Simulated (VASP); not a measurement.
The system is SiC.

```
Si C
1.0
     1.42060   -4.65699    0.00000
     1.42060    4.65699    0.00000
     0.00000    0.00000    2.95525
Si C
2 2
Direct
  0.19500 0.80500 0.00000
  0.80500 0.19500 0.00000
  0.09403 0.90597 0.50000
  0.90597 0.09403 0.50000
```

| Item | Value |
| --- | --- |
| Program | VASP 6.6.1 |
| Task | relaxation of cell and atoms |
| Functional | PBE |
| Potentials or basis | VASP PAW PBE potentials, release 64 (Si, C) |
| Cutoff | 600 eV |
| k mesh | 6 × 6 × 6 |
| Occupations | gaussian, width 0.1 eV |
| Spin | no spin polarisation |

At the start: pressure 109.4 GPa; volume 9.78 Å³/atom.

Q: How do energy, volume and symmetry change on relaxing?

A: Over 27 steps the energy falls by 2626.4 meV/atom and the volume is 14.61 Å³/atom (+49.5 %); space group Cmmm (No. 65, to 0.05 Å).

The path:
```
step  energy change (eV)  largest force (eV/Å)  pressure (GPa)  volume (Å³)
   1              0.0000               20.7451          109.35        39.10
   2             -2.9214                7.0652           15.73        88.48
   3             -4.2940                4.3314           11.63        79.99
   4             -4.7418                3.5506           10.74        75.78
   5             -6.1716                6.1505            6.96        65.66
   6             -8.6295                5.2614           12.31        51.36
   7             -8.2856                6.7162           32.44        44.98
   8             -8.7218                5.6596           15.81        49.65
   9             -8.7373                5.8568           17.78        48.84
  10             -6.9990               22.2562            8.35        60.99
  11             -9.9023                1.6335           -2.49        54.05
  12             -9.9096                1.7899           -1.90        53.63
  13            -10.1737                1.4260            3.25        53.31
  14            -10.1805                1.8227            4.43        53.24
  15            -10.2285                1.6838            0.86        54.72
  16            -10.2642                0.4855            2.06        54.12
  17            -10.3788                0.4494            2.26        55.52
  18            -10.4442                0.9925            2.44        58.41
  19            -10.4564                0.8020            2.42        57.52
  20            -10.4852                0.8793           -1.79        59.88
  21            -10.4950                0.5356           -0.53        59.07
  22            -10.4953                0.7173           -2.19        59.14
  23            -10.5015                0.1167           -1.40        59.10
  24            -10.5056                0.0551           -0.04        58.47
  25            -10.5056                0.0454           -0.13        58.51
  26            -10.5057                0.0466           -0.01        58.44
  27            -10.5057                0.0292           -0.03        58.45
```

Final structure:
```cif
data_structure
_symmetry_space_group_name_H-M 'P 1'
_symmetry_Int_Tables_number 1
_cell_length_a 5.2109
_cell_length_b 5.2109
_cell_length_c 3.1588
_cell_angle_alpha 90.000
_cell_angle_beta 90.000
_cell_angle_gamma 137.041
_cell_volume 58.45
loop_
_atom_site_label
_atom_site_type_symbol
_atom_site_fract_x
_atom_site_fract_y
_atom_site_fract_z
_atom_site_occupancy
Si1 Si 0.17673 0.82327 0.00000 1
Si2 Si 0.82327 0.17673 0.00000 1
C1 C 0.07096 0.92904 0.50000 1
C2 C 0.92904 0.07096 0.50000 1
```

Caveat: the k points lie up to 0.33 Å⁻¹ apart in the final cell; the volume moved by over 15 % at a fixed basis, so the end points are rough.
